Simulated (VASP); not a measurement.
Wanted: the native input for a VASP 6.6.1 run.

```
Task                               : single point
Functional                         : HSE06
Potentials or basis                : VASP PAW PBE potentials, release 64 (Li_sv, F)
Cutoff                             : 520 eV
k mesh                             : 4 × 4 × 4
Occupations                        : fermi-dirac, width 0.05 eV
Spin                               : no spin polarisation
Dipole correction                  : no
Grid for exact exchange (PRECFOCK) : Normal
Further INCAR settings             : ALGO = Normal; EDIFF = 1e-07; NBANDS = 12
Screening parameter                : 0.2079 1/Å
```

The system is LiF (rock salt type).

```
Li F
1.0
     0.00000    2.04176    2.04176
     2.04176    0.00000    2.04176
     2.04176    2.04176    0.00000
Li F
1 1
Cartesian
  0.0000 0.0000 0.0000
  2.0418 2.0418 2.0418
```

These files were run (other wordings do the same):

POSCAR

```
LiF
1.0
    0.0000000000      2.0417608470      2.0417608470
    2.0417608470      0.0000000000      2.0417608470
    2.0417608470      2.0417608470      0.0000000000
Li F
1 1
Direct
    0.0000000000      0.0000000000      0.0000000000
    0.5000000000      0.5000000000      0.5000000000
```

INCAR.step1

```
SYSTEM = LiF
ALGO = Normal ; EDIFF = 1E-5
ENCUT = 520 ; GGA = PE
ISIF = 2 ; ISMEAR = -1
LASPH = .True. ; LREAL = .False.
LWAVE = .True. ; NBANDS = 12
NELM = 80 ; PREC = Accurate
SIGMA = 0.05
```

INCAR.step2

```
SYSTEM = LiF
ALGO = Normal ; EDIFF = 1E-7
ENCUT = 520 ; GGA = PE
HFSCREEN = 0.2079 ; ISIF = 2
ISMEAR = -1 ; ISTART = 1
LASPH = .True. ; LCHARG = .True.
LELF = .True. ; LHFCALC = .True.
LREAL = .False. ; LVHAR = .True.
LWAVE = .False. ; NBANDS = 12
NELM = 80 ; PREC = Accurate
PRECFOCK = Normal ; SIGMA = 0.05
```

KPOINTS

```
k-points
0
Gamma
  4 4 4
  0 0 0
```

Potentials or basis: VASP PAW PBE potentials, release 64 (Li_sv, F).

Command:

```sh
$ cat potpaw_PBE.64/Li_sv/POTCAR potpaw_PBE.64/F/POTCAR > POTCAR
$ cp INCAR.step1 INCAR
$ mpirun -np 1 vasp_std > vasp.out
$ cp INCAR.step2 INCAR
$ mpirun -np 1 vasp_std > vasp.out
```

Results of the run:

```
Band gap on the k mesh : 11.01 eV, direct
```

Caveat: the k points lie up to 0.67 Å⁻¹ apart.

Wall time 70 s on 1 thread of Intel(R) Xeon(R) Platinum 8259CL CPU @ 2.50GHz (Skylake/Cascade Lake), with other jobs on the host, peak memory 0.23 GiB.
